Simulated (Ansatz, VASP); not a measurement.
In3As in VASP and in Ansatz

INCAR

```
SYSTEM = In3As
PREC = Accurate
ENCUT = 520
EDIFF = 1E-7
ISMEAR = 0
SIGMA = 0.15
LREAL = .False.
LASPH = .True.
NELM = 60
ALGO = Fast
ISIF = 2
LWAVE = .False.
LCHARG = .False.
GGA = PS
IVDW = 12
NBANDS = 30
```

The input KPOINTS:

```
Automatic mesh
0
Gamma
  10 10 10
  0 0 0
```

File POSCAR:

```
In3As
1.0
    4.5024438172      0.0000000000      0.0000000000
    0.0000000000      4.3673705027      0.0000000000
    0.0000000000      0.0000000000      4.5024438172
In As
3 1
Direct
    0.0000000000      0.5000000000      0.5000000000
    0.5000000000      0.0000000000      0.5000000000
    0.5000000000      0.5000000000      0.0000000000
    0.0000000000      0.0000000000      0.0000000000
```

Input for Ansatz:

```yaml
crystal:
  lattice:
    - [4.5024438172, 0.0, 0.0]
    - [0.0, 4.3673705027, 0.0]
    - [0.0, 0.0, 4.5024438172]
  atoms:
    - { symbol: In, position: [0.0, 0.5, 0.5] }
    - { symbol: In, position: [0.5, 0.0, 0.5] }
    - { symbol: In, position: [0.5, 0.5, 0.0] }
    - { symbol: As, position: [0.0, 0.0, 0.0] }
basis:
  ecutwfc: 420
kpoints:
  mp_grid: { grid: [10, 10, 10] }
hamiltonian:
  xc: pbesol
  dispersion: d3bj
scf:
  occupations: { method: gaussian, width: 0.15 }
output:
  forces: true
  stress: true
  eigenvalues: true
```

Change from the starting cell: strain -0.0300 x Voigt [0, 1, 0, 0, 0, 0], atoms carried along.

Alike in both runs: task single point; functional PBEsol; dispersion D3(BJ); k mesh 10 × 10 × 10; occupations gaussian, width 0.15 eV; no spin polarisation.

```csv
,VASP,Ansatz
version,VASP 6.6.1,Ansatz 0.2.0
potentials or method,"VASP PAW PBE potentials, release 64 (In_d, As), cutoff 520 eV","scalar-relativistic, plane waves, PAW"
valence electrons in the cell,44,54
```

```csv
,VASP,Ansatz,Ansatz less VASP
gap on the k mesh at the Fermi level (eV),none,none,-
pressure (GPa),1.9,1.9,-0.03
"traceless stress, the component that is largest in VASP (GPa)",-0.44,-0.44,-0.002
```

VASP's potentials were made for PBE, not for PBEsol. A gap of «none» marks a metal or a gap that the smearing closes. VASP's potentials hold 44 valence electrons a cell and Ansatz's 54, so a difference there can come from the potentials and not from the codes.
